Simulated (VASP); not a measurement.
Here is a VASP 6.6.1 calculation.

INCAR

```
ALGO = Normal
EDIFF = 1E-6
ENCUT = 500
GGA = PE
GGA_COMPAT = False
ISIF = 2
ISMEAR = 0
LASPH = True
LCHARG = True
LELF = True
LREAL = False
LVHAR = True
LWAVE = False
NBANDS = 11
NELM = 120
PREC = Accurate
SIGMA = 0.02
```

File KPOINTS:

```
k-points
0
Gamma
  8 8 8
```

POSCAR

```
Si
1.0
    0.0000000000      2.7350026608      2.7350026608
    2.7350026608      0.0000000000      2.7350026608
    2.7350026608      2.7350026608      0.0000000000
Si
2
Direct
    0.7500000000      0.7500000000      0.7500000000
    0.5000000000      0.5000000000      0.5000000000
```

Potentials or basis: VASP PAW PBE potentials, release 64 (Si).

Run with:

```sh
$ cat potpaw_PBE.64/Si/POTCAR > POTCAR
$ mpirun -np 1 vasp_std > vasp.out
```

Q: Predict the band gap on the k mesh.

A: 0.65 eV, indirect (least direct gap 2.56 eV).

Q: What does it give for the pressure?

A: -0.1 GPa.

A k mesh can miss the band edges. A hybrid or GW would open this gap; PBE tends to underestimate it.
